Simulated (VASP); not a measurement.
# AlH4 (Pm-3m) in VASP: notebook, part 2 of 2

VASP 6.6.1.

## (4) Relaxation of cell and atoms, PBE

This run uses another cell than the first one, of 7.77 Å³/atom.

INCAR

```
SYSTEM = AlH4
PREC = Accurate ; ENCUT = 600
EDIFF = 1E-6 ; ISMEAR = 0
SIGMA = 0.1 ; LREAL = .FALSE.
LASPH = .TRUE. ; NELM = 80
ALGO = Normal ; ISIF = 3
LWAVE = .FALSE. ; LCHARG = .FALSE.
GGA = PE ; IBRION = 2
NSW = 100 ; EDIFFG = -0.01
```

KPOINTS

```
regular mesh
0
G
  12 12 12
  0 0 0
```

POSCAR

```
AlH4
1.0
    3.3861942521      0.0000000000      0.0000000000
    0.0000000000      3.3861942521      0.0000000000
    0.0000000000      0.0000000000      3.3861942521
Al H
1 4
Direct
    0.0000000000      0.0000000000      0.0000000000
    0.5000000000      0.0000000000      0.0000000000
    0.0000000000      0.5000000000      0.0000000000
    0.0000000000      0.0000000000      0.5000000000
    0.5000000000      0.5000000000      0.5000000000
```

Potentials or basis: VASP PAW PBE potentials, release 64 (Al, H).

Command:

```sh
$ cat potpaw_PBE.64/Al/POTCAR potpaw_PBE.64/H/POTCAR > POTCAR
$ mpirun -np 1 vasp_std > vasp.out
```

OUTCAR:

```text
SYSTEM = AlH4
   PREC = Accurate
   ENCUT = 600
   EDIFF = 1E-6
   ISMEAR = 0
   LREAL = .FALSE.
   LASPH = .TRUE.
   NELM = 80
   ISIF = 3
   GGA = PE
   IBRION = 2
   NSW = 100
   EDIFFG = -0.01

 ion  position               nearest neighbor table
   1  0.000  0.000  0.000-   2 1.69   3 1.69   4 1.69   4 1.69   3 1.69   2 1.69
   2  0.500  0.000  0.000-   1 1.69   1 1.69
   3  0.000  0.500  0.000-   1 1.69   1 1.69
   4  0.000  0.000  0.500-   1 1.69   1 1.69
   5  0.500  0.500  0.500-

  LATTYP: Found a simple cubic cell.
 ALAT       =     3.3861942521

  Lattice vectors:

 A1 = (   3.3861942521,   0.0000000000,   0.0000000000)
 A2 = (   0.0000000000,   3.3861942521,   0.0000000000)
 A3 = (   0.0000000000,   0.0000000000,   3.3861942521)

Analysis of symmetry for initial positions (statically):
=====================================================================
 Subroutine PRICEL returns:
 Original cell was already a primitive cell.

[... 185 lines left out ...]
  band No.  band energies     occupation
      1      -8.3310      2.00000
      2       0.5126      2.00000
      3       0.5126      2.00000
      4       2.3989      0.00000
      5       6.2639      0.00000
      6       6.2639      0.00000
      7       6.2639      0.00000
[... 221 lines left out ...]
 k-point    24 :       0.4167    0.3333    0.0000
  band No.  band energies     occupation
      1      -5.2942      2.00000
      2      -3.0434      2.00000
      3      -1.6466      2.00000
      4       0.8769      2.00000
      5       7.6884      0.00000
      6       8.6910      0.00000
      7      10.2306      0.00000

 [... further k-points ...]

------------------------ aborting loop because EDIFF is reached ----------------------------------------

  FORCE on cell =-STRESS in cart. coord.  units (eV):
  Direction    XX          YY          ZZ          XY          YZ          ZX
  --------------------------------------------------------------------------------------
  -------------------------------------------------------------------------------------
  Total       -0.0356859     -0.0356859     -0.0356859     -0.0000000      0.0000000     -0.0000000
  in kB       -1.4725549     -1.4725549     -1.4725549     -0.0000000      0.0000000     -0.0000000
  external PRESSURE =      -1.4725549 kB  Pullay stress =       0.0000000 kB

 VOLUME and BASIS-vectors are now :
 -----------------------------------------------------------------------------
  energy-cutoff  :      600.00
  volume of cell :       38.83
      direct lattice vectors                 reciprocal lattice vectors
     3.386194252  0.000000000  0.000000000     0.295316785  0.000000000  0.000000000
     0.000000000  3.386194252  0.000000000     0.000000000  0.295316785  0.000000000
     0.000000000  0.000000000  3.386194252     0.000000000  0.000000000  0.295316785

 POSITION                                       TOTAL-FORCE (eV/Angst)
 -----------------------------------------------------------------------------------
      0.00000      0.00000      0.00000         0.000000      0.000000      0.000000
      1.69310      0.00000      0.00000         0.000000      0.000000      0.000000
      0.00000      1.69310      0.00000         0.000000      0.000000      0.000000
      0.00000      0.00000      1.69310         0.000000      0.000000      0.000000
      1.69310      1.69310      1.69310         0.000000      0.000000      0.000000
 -----------------------------------------------------------------------------------
    total drift:                                0.000000      0.000000     -0.000000

  FREE ENERGIE OF THE ION-ELECTRON SYSTEM (eV)
  ---------------------------------------------------
  free  energy   TOTEN  =       -14.5840931677 eV

  energy  without entropy=      -14.5798172766  energy(sigma->0) =      -14.58195522

 reached required accuracy - stopping structural energy minimisation
```

OSZICAR:

```text
N       E                     dE             d eps       ncg     rms          rms(c)
DAV:   1     0.547313913141E+00    0.54731E+00   -0.26937E+03  1183   0.773E+02
DAV:   2    -0.148681966569E+02   -0.15416E+02   -0.14867E+02  1575   0.813E+01
DAV:   3    -0.153065341709E+02   -0.43834E+00   -0.43696E+00  1498   0.196E+01
DAV:   4    -0.153079125939E+02   -0.13784E-02   -0.13778E-02  1750   0.105E+00
DAV:   5    -0.153079163524E+02   -0.37585E-05   -0.37584E-05  1596   0.456E-02    0.564E+00
DAV:   6    -0.147521614939E+02    0.55575E+00   -0.55699E-01  1204   0.439E+00    0.289E+00
DAV:   7    -0.145825192030E+02    0.16964E+00   -0.67220E-01  1295   0.541E+00    0.490E-01
DAV:   8    -0.145868371484E+02   -0.43179E-02   -0.77391E-02  1260   0.165E+00    0.276E-01
DAV:   9    -0.145839101501E+02    0.29270E-02   -0.10630E-02  1302   0.542E-01    0.840E-02
DAV:  10    -0.145840818327E+02   -0.17168E-03   -0.41763E-04  1365   0.214E-01    0.498E-02
DAV:  11    -0.145840940402E+02   -0.12208E-04   -0.12107E-04  1456   0.775E-02    0.694E-03
DAV:  12    -0.145840931677E+02    0.87258E-06   -0.75187E-06  1435   0.223E-02
   1 F= -.14584093E+02 E0= -.14581955E+02  d E =-.145841E+02
```

It took 27 s on 1 thread of Intel Xeon 8259CL, shared host; peak memory 0.17 GiB.

Results:

* Free energy: -14.5841 eV
* Pressure after relaxing: -0.1 GPa
* Band gap on the k mesh: zero (an odd number of electrons rules out a gap without spin polarisation)

Final structure:
```
Al H
1.0
     3.38619    0.00000    0.00000
     0.00000    3.38619    0.00000
     0.00000    0.00000    3.38619
Al H
1 4
Direct
  0.00000 0.00000 0.00000
  0.50000 0.00000 0.00000
  0.00000 0.50000 0.00000
  0.00000 0.00000 0.50000
  0.50000 0.50000 0.50000
```

Levels at points of the mesh, in eV from the Fermi level:
```
           k point  band 2  band 3  band 4  band 5  band 6  band 7
(0.00, 0.00, 0.00)   -0.78   -0.78    1.10    4.97    4.97    4.97
(0.50, 0.00, 0.00)   -5.75   -0.40    1.31    6.63    6.63   10.02
(0.50, 0.50, 0.00)   -4.25   -4.25   -1.44    6.70    8.10    9.43
(0.50, 0.50, 0.50)   -3.52   -3.52   -0.14    0.45    4.73    4.73
```

Caveat: the relaxation stopped at its first step, so nothing moved.

## (5) Overview

```csv
task,cell,k mesh,cutoff (eV),gap on the mesh (eV),pressure (GPa)
relaxation of cell and atoms,"relaxed from a = 3.391 Å, 5 atoms",6 × 6 × 6,600,none,-0.5
single point,"a = 3.385 Å, 5 atoms",12 × 12 × 12,520,none,-0.2
relaxation of cell and atoms,"relaxed from a = 3.386 Å, 5 atoms",12 × 12 × 12,600,none,-0.1
```

Alike in all rows: level PBE; potentials or basis VASP PAW PBE potentials, release 64 (Al, H); no spin polarisation; smearing gaussian 0.1 eV.

Caveats: the relaxation stopped at its first step, so nothing moved (at least some runs).

Absolute energies hang on the potentials; compare differences alone.
